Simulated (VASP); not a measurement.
**BaTiO3: single point with revPBE+U**

The system is BaTiO3.

```
Ba Ti O
1.0
     4.01309    0.00000    0.00000
     0.00000    4.01309    0.00000
     0.00000    0.00000    4.03135
Ba Ti O
1 1 3
Direct
  0.00000 0.00000 0.00000
  0.50000 0.50000 0.49000
  0.50000 0.50000 0.01900
  0.50000 0.00000 0.51700
  0.00000 0.50000 0.51700
```

- Program: VASP 6.6.1
- Task: single point
- Functional: revPBE
- Potentials or basis: VASP PAW PBE potentials, release 64 (Ba_sv, Ti_sv, O)
- Cutoff: 520 eV
- k mesh: 5 × 5 × 5
- Occupations: gaussian, width 0.01 eV
- Spin: no spin polarisation
- Hubbard terms: Ti d U = 3.9 eV, J = 0.9 eV
- Dipole correction: no
- LDAUTYPE: 1
- Hund's J: 0.9
- Further INCAR settings: ALGO = Normal; EDIFF = 1e-06; NBANDS = 28

```yaml
Pressure: 7.9 GPa
Largest_force: 0.258 eV/Å
Band_gap_on_the_k_mesh: 2.28 eV, indirect (least direct gap 2.43 eV)
```

Forces on the atoms (eV/Å):
```
Ba   0.000  0.000  0.068
Ti   0.000  0.000  0.258
O    0.000  0.000 -0.074
O    0.000  0.000 -0.126
O    0.000  0.000 -0.126
```

Stress tensor (GPa, compression positive):
```
7.50 0.00 0.00
0.00 7.50 0.00
0.00 0.00 8.72
```

Levels at points of the mesh, in eV from the valence-band top:
```csv
k point,band 17,band 18,band 19,band 20,band 21,band 22,band 23,band 24
"(0.00, 0.00, 0.00)",-0.97,-0.18,-0.15,-0.15,2.28,2.46,2.46,4.06
```

Eigenvalues of the final occupation matrices:
```tsv
site	spin	trace	eigenvalues
site 2 d	1	0.81	0.11 0.11 0.11 0.24 0.24
site 2 d	2	0.81	0.11 0.11 0.11 0.24 0.24
```

Wall time 23 s on 1 thread of Intel(R) Xeon(R) Platinum 8559C (Emerald Rapids) (shared host), peak memory 0.18 GiB.

Caveat: the PAW data sets were made with another functional, which shifts forces and pressure a little; spin-orbit coupling is left out, which moves the levels of the heavy elements. A k mesh can miss the band edges.
